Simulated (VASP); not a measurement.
# HfC (rocksalt type): single point with PBE

The system is HfC (rocksalt type).

```
CELL_PARAMETERS angstrom
0.00000 2.32556 2.32556
2.32556 0.00000 2.32556
2.32556 2.32556 0.00000
ATOMIC_POSITIONS crystal
Hf 0.00000 0.00000 0.00000
C 0.50000 0.50000 0.50000
```

- Program: VASP 6.6.1
- Task: single point
- Functional: PBE
- Potentials or basis: VASP PAW PBE potentials, release 64 (Hf_pv, C)
- Cutoff: 520 eV
- k mesh: 15 × 15 × 15
- Occupations: fermi-dirac, width 0.08 eV
- Spin: no spin polarisation

```yaml
Pressure: -0.6 GPa
Band_gap_on_the_k_mesh: zero (band 7 reaches 6.95 eV, above the bottom of band 8 at 5.52 eV)
```

Levels at points of the mesh, in eV from the Fermi level:
```
           k point  band 5  band 6  band 7  band 8  band 9  band 10
(0.00, 0.00, 0.00)    1.02    1.02    1.02    1.42    1.42     1.42
```

It took 22 s on 1 thread of Intel(R) Xeon(R) 6975P-C (Granite Rapids), with other jobs on the host, peak memory 0.17 GiB.

Caveat: spin-orbit coupling is left out, which moves the levels of the heavy elements.
